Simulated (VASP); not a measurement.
Set up this calculation in VASP 6.6.1, as the native input.

```
Task                   : single point
Functional             : PBE
Potentials or basis    : VASP PAW PBE potentials, release 64 (Si)
Cutoff                 : 520 eV
k mesh                 : 8 × 8 × 8
Occupations            : gaussian, width 0.02 eV
Spin                   : no spin polarisation
Dipole correction      : no
Further INCAR settings : ALGO = Normal; EDIFF = 1e-06; NBANDS = 11
```

The structure of Si lies in POSCAR:

```
Si
1.0
    0.0000000000      2.7353450877      2.7353450877
    2.7353450877      0.0000000000      2.7353450877
    2.7353450877      2.7353450877      0.0000000000
Si
2
Direct
    0.2500000000      0.2500000000      0.2500000000
    0.0000000000      0.0000000000      0.0000000000
```

One way to write it, as run:

INCAR

```
SYSTEM = Si
PREC = Accurate
ENCUT = 520
EDIFF = 1E-6
ISMEAR = 0
SIGMA = 0.02
LREAL = .False.
LASPH = .True.
NELM = 80
ALGO = Normal
ISIF = 2
LWAVE = .False.
LCHARG = .False.
GGA = PE
NBANDS = 11
```

KPOINTS

```
regular mesh
0
Gamma
  8 8 8
  0 0 0
```

Potentials or basis: VASP PAW PBE potentials, release 64 (Si).

Run with:

```console
$ cat potpaw_PBE.64/Si/POTCAR > POTCAR
$ mpirun -np 1 vasp_std > vasp.out
```

It gave:

* Pressure: -0.1 GPa
* Band gap on the k mesh: 0.65 eV (least direct gap 2.56 eV)

It took 9 s on 1 thread of AMD EPYC 7R13 Processor (Zen 3) (shared host), peak memory 0.13 GiB.
